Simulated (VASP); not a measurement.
Te2Mo, 3 atoms in the cell. The structure is hexagonal, space group P-6m2 (No. 187). Conventional cell: a = 3.494 Å, b = 3.494 Å, c = 7.670 Å, α = 90.00°, β = 90.00°, γ = 120.00°. Te (site symmetry 3m) has 3 Mo at 2.72 Å and 6 Te at 3.49 Å within 3.6 Å. Mo (site symmetry -6m2) has 6 Te at 2.72 Å and 6 Mo at 3.49 Å within 3.6 Å. 

- Program: VASP 6.6.1
- Task: relaxation of cell and atoms
- Functional: PBE
- Dispersion: D3(BJ)
- Potentials or basis: VASP PAW PBE potentials, release 64 (Te, Mo_sv)
- Cutoff: 600 eV
- k mesh: 9 × 9 × 4
- Occupations: gaussian, width 0.02 eV
- Spin: no spin polarisation
- Dipole correction: no
- Further INCAR settings: ALGO = Normal; EDIFF = 1e-06; IBRION = 2; EDIFFG = -0.005; NSW = 100; ISIF = 3

Potentials or basis: VASP PAW PBE potentials, release 64 (Te, Mo_sv).

Launch:

```console
$ cat potpaw_PBE.64/Te/POTCAR potpaw_PBE.64/Mo_sv/POTCAR > POTCAR
$ mpirun -np 1 vasp_std > vasp.out
```

Hardware: 1 thread of Intel(R) Xeon(R) Platinum 8259CL CPU @ 2.50GHz (Skylake/Cascade Lake) (shared host).

Question: How long does it take, and how much memory?

Answer: It took 5 min on 1 thread of Intel(R) Xeon(R) Platinum 8259CL CPU @ 2.50GHz (Skylake/Cascade Lake), with other jobs on the host, peak memory 0.27 GiB. Counts: scf iterations 81, k points 36, ion steps 14.
